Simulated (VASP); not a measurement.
Runs of VASP 6.6.1 on Ge. The structure is that of space group Imma (No. 74), or close to it. The cells are those of the table. 

```csv
cell,gap on the mesh (eV),pressure (GPa),largest force (eV/Å)
"a = 4.001 Å, angles 100.0, 93.9, 139.2°, 2 atoms",none,-4.1,0.04
"a = 3.813 Å, angles 101.2, 95.2, 135.7°, 2 atoms",none,(a),0.05
"a = 3.973 Å, angles 100.8, 94.7, 136.9°, 2 atoms",none,-5.3,0.05
"a = 4.008 Å, angles 100.2, 94.1, 138.6°, 2 atoms",none,-5.1,0.04
"a = 4.032 Å, angles 100.8, 94.7, 136.9°, 2 atoms",none,-7.4,0.05
"a = 3.848 Å, angles 100.6, 94.5, 137.5°, 2 atoms",none,(b),0.05
```

Alike in all rows: task single point; level PBEsol; potentials or basis VASP PAW PBE potentials, release 64 (Ge_d); no spin polarisation; k mesh 20 × 20 × 20; cutoff (eV) 520; smearing gaussian 0.15 eV.

Problem. Fill in the values left out.

Solution. (a) 2.2; (b) 2.0.

Caveats: the PAW data sets were made with another functional, which shifts forces and pressure a little; the cell stands under tension (at least some runs).

A k mesh can miss the band edges, and the runs leave out spin-orbit coupling on Ge.

A gap of «none» marks levels without a gap at the run's occupations.
